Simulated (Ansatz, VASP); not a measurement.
**AlGaN2: VASP beside Ansatz**

The input POSCAR:

```
AlGaN2
1.0
    3.1408770487      0.0000000000      0.0000000000
    0.0000000000      3.1408770487      0.0000000000
    0.0000000000      0.0000000000      4.3574803709
Al Ga N
1 1 2
Direct
    0.5000000000      0.5000000000      0.5000000000
    0.0000000000      0.0000000000      0.0000000000
    0.5000000000      0.0000000000      0.7382648100
    0.0000000000      0.5000000000      0.2617351900
```

The input INCAR.step1:

```
SYSTEM = AlGaN2
PREC = Accurate
ENCUT = 1460
ISMEAR = 0
SIGMA = 0.05
LREAL = .FALSE.
LASPH = .TRUE.
NELM = 120
NBANDS = 21
GGA = PE
ALGO = Normal
EDIFF = 1E-5
LWAVE = .TRUE.
LCHARG = .FALSE.
GGA_COMPAT = .FALSE.
```

The input INCAR.step2:

```
SYSTEM = AlGaN2
PREC = Accurate
ENCUT = 1460
EDIFF = 1E-6
ISMEAR = 0
SIGMA = 0.05
LREAL = .FALSE.
LASPH = .TRUE.
NELM = 120
ALGO = Normal
ISIF = 2
LWAVE = .FALSE.
LCHARG = .FALSE.
METAGGA = R2SCAN
LMIXTAU = .TRUE.
NBANDS = 21
ISTART = 1
GGA_COMPAT = .FALSE.
```

KPOINTS

```
regular mesh
0
G
  8 8 6
  0 0 0
```

Input for Ansatz:

```yaml
crystal:
  lattice:
    - [3.1408770487, 0.0, 0.0]
    - [0.0, 3.1408770487, 0.0]
    - [0.0, 0.0, 4.3574803709]
  atoms:
    - { symbol: Al, position: [0.5, 0.5, 0.5] }
    - { symbol: Ga, position: [0.0, 0.0, 0.0] }
    - { symbol: "N", position: [0.5, 0.0, 0.73826481] }
    - { symbol: "N", position: [0.0, 0.5, 0.26173519] }
basis:
  ecutwfc: 500
kpoints:
  mp_grid: { grid: [8, 8, 6] }
hamiltonian:
  xc: r2scan
scf:
  occupations: { method: gaussian, width: 0.05 }
output:
  forces: true
  stress: true
  eigenvalues: true
```

Change from the starting cell: strain +0.000 along x and y, -0.015 along z, atoms carried along.

Alike in both runs: task single point; functional r2SCAN; k mesh 8 × 8 × 6; occupations gaussian, width 0.05 eV; no spin polarisation.

```csv
,VASP,Ansatz
version,VASP 6.6.1,Ansatz 0.2.0
potentials or method,"VASP PAW PBE potentials, release 64 (Al, Ga_d, N_h), cutoff 1460 eV","scalar-relativistic, plane waves, PAW"
valence electrons in the cell,26,26
```

|  | VASP | Ansatz | Ansatz less VASP |
| --- | --- | --- | --- |
| gap on the k mesh at the Fermi level (eV) | 3.49 | 3.49 | -0.007 |
| least direct gap on the mesh (eV) | 3.49 | 3.49 | -0.007 |
| pressure (GPa) | 3.0 | 2.7 | -0.27 |
| traceless stress, the component that is largest in VASP (GPa) | 1.33 | 1.30 | -0.031 |
| rms of the force components (eV/Å) | 0.011 | 0.026 | +0.0156 |

VASP's potentials were made for PBE, not for r2SCAN. Atom by atom the forces differ by 0.037 eV/Å (rms over components).
